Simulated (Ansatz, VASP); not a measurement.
**Al2Pt: VASP beside Ansatz**

The input INCAR:

```
SYSTEM = Al2Pt
PREC     = Accurate       ! precision mode
ENCUT    = 520            ! plane-wave cutoff, eV
EDIFF    = 1E-8           ! SCF threshold, eV
ISMEAR   = -1             ! smearing method
SIGMA    = 0.05           ! smearing width, eV
LREAL    = .FALSE.        ! projectors in reciprocal space
LASPH    = .TRUE.         ! aspherical terms in the spheres
NELM     = 80             ! most SCF steps
ALGO     = Normal         ! electronic algorithm
ISIF     = 2              ! what is computed and relaxed
LWAVE    = .FALSE.        ! write WAVECAR
LCHARG   = .FALSE.        ! write CHGCAR
GGA      = PE             ! functional
LEFG     = .TRUE.       
NBANDS   = 15             ! bands
```

KPOINTS

```
Automatic mesh
0
G
  11 11 11
  0 0 0
```

POSCAR

```
Al2Pt
1.0
    0.0000000000      2.9735292329      2.9735292329
    2.9735292329      0.0000000000      2.9735292329
    2.9735292329      2.9735292329      0.0000000000
Al Pt
2 1
Direct
    0.2500000000      0.2500000000      0.2500000000
    0.7500000000      0.7500000000      0.7500000000
    0.0000000000      0.0000000000      0.0000000000
```

Input for Ansatz:

```yaml
crystal:
  lattice:
    - [0.0, 2.9735292329, 2.9735292329]
    - [2.9735292329, 0.0, 2.9735292329]
    - [2.9735292329, 2.9735292329, 0.0]
  atoms:
    - { symbol: Al, position: [0.25, 0.25, 0.25] }
    - { symbol: Al, position: [0.75, 0.75, 0.75] }
    - { symbol: Pt, position: [0.0, 0.0, 0.0] }
kpoints:
  mp_grid: { grid: [11, 11, 11] }
scf:
  occupations: { method: fermi_dirac, width: 0.05 }
hamiltonian:
  xc: pbe
  pseudopotentials: { kind: all_electron, datasets: crystal }
output:
  forces: true
  stress: true
  eigenvalues: true
  efg: { contact_densities: true }
```

Alike in both runs: task electric field gradients; functional PBE; k mesh 11 × 11 × 11; occupations fermi-dirac, width 0.05 eV; no spin polarisation.

|  | VASP | Ansatz |
| --- | --- | --- |
| version | VASP 6.6.1 | Ansatz 0.2.0 |
| potentials or method | VASP PAW PBE potentials, release 64 (Al, Pt), cutoff 520 eV | all-electron PAW with datasets made for the crystal, scalar-relativistic |

|  | VASP | Ansatz | Ansatz less VASP |
| --- | --- | --- | --- |
| pressure (GPa) | -0.2 | 0.0 | +0.16 |

Ansatz ran all-electron here, and VASP with PAW potentials.

Spin-orbit coupling is off throughout.
